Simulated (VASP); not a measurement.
Input of a VASP 6.6.1 run:

INCAR

```
SYSTEM = Si
ALGO     = Normal         ! electronic algorithm
EDIFF    = 1E-6           ! SCF threshold, eV
ENCUT    = 500            ! plane-wave cutoff, eV
GGA      = PE             ! functional
GGA_COMPAT= .FALSE.      
ISIF     = 2              ! what is computed and relaxed
ISMEAR   = -1             ! smearing method
LASPH    = .TRUE.         ! aspherical terms in the spheres
LCHARG   = .FALSE.        ! write CHGCAR
LREAL    = .FALSE.        ! projectors in reciprocal space
LWAVE    = .FALSE.        ! write WAVECAR
NBANDS   = 11             ! bands
NELM     = 120            ! most SCF steps
PREC     = Accurate       ! precision mode
SIGMA    = 0.05           ! smearing width, eV
```

The input KPOINTS:

```
k-points
0
G
  4 4 4
  0 0 0
```

The input POSCAR:

```
Si
1.0
    0.0000000000      2.7350000000      2.7350000000
    2.7350000000      0.0000000000      2.7350000000
    2.7350000000      2.7350000000      0.0000000000
Si
2
Direct
    0.0063329097      0.0063329097      0.0063329097
    0.2500000000      0.2500000000      0.2500000000
```

Potentials or basis: VASP PAW PBE potentials, release 64 (Si).

Launch:

```bash
$ cat potpaw_PBE.64/Si/POTCAR > POTCAR
$ mpirun -np 1 vasp_std > vasp.out
```

Problem. What does it give for the band gap on the k mesh?

Solution. 0.47 eV (least direct gap 2.26 eV).

Problem. What does it give for the pressure?

Solution. 0.6 GPa.

Problem. What does it give for the largest force?

Solution. 0.880 eV/Å.

Forces in eV/Å, atoms in the order of the input:
```
Si  -0.508 -0.508 -0.508
Si   0.508  0.508  0.508
```

Caveat: the k points lie up to 0.50 Å⁻¹ apart; semilocal functionals underestimate gaps, and a narrow one can read as zero. A k mesh can miss the band edges.
